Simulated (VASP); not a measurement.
SiNi2, 3 atoms in the cell. The structure is hexagonal, space group P6/mmm (No. 191). The conventional cell has a = 3.218 Å, b = 3.218 Å, c = 3.475 Å, α = 90.00°, β = 90.00°, γ = 120.00°. Within 3.4 Å of Si (site symmetry 6/mmm) lie 12 Ni at 2.54 Å and 6 Si at 3.22 Å. Within 2.5 Å of Ni (site symmetry -6m2) lie 3 Ni at 1.86 Å. 

* Program: VASP 6.6.1
* Task: single point
* Functional: PBE
* Potentials or basis: VASP PAW PBE potentials, release 64 (Si, Ni)
* Cutoff: 520 eV
* k mesh: 6 × 6 × 6
* Occupations: gaussian, width 0.1 eV
* Spin: collinear spin, ferromagnetic start
* Starting moments: [0.0, 2.0, 2.0] μB
* Dipole correction: no
* Further INCAR settings: ALGO = Normal; EDIFF = 1e-06; NBANDS = 23

Potentials or basis: VASP PAW PBE potentials, release 64 (Si, Ni).

Run with:

```sh
$ cat potpaw_PBE.64/Si/POTCAR potpaw_PBE.64/Ni/POTCAR > POTCAR
$ mpirun -np 1 vasp_std > vasp.out
```

Hardware: 1 thread of Intel(R) Xeon(R) 6975P-C (Granite Rapids) (shared host).

Task: Estimate the wall time of this run.

Result: Run time: 16 s on 1 thread of Intel(R) Xeon(R) 6975P-C (Granite Rapids), with other jobs on the host, peak memory 0.17 GiB. Counts: scf iterations 14, k points 28.
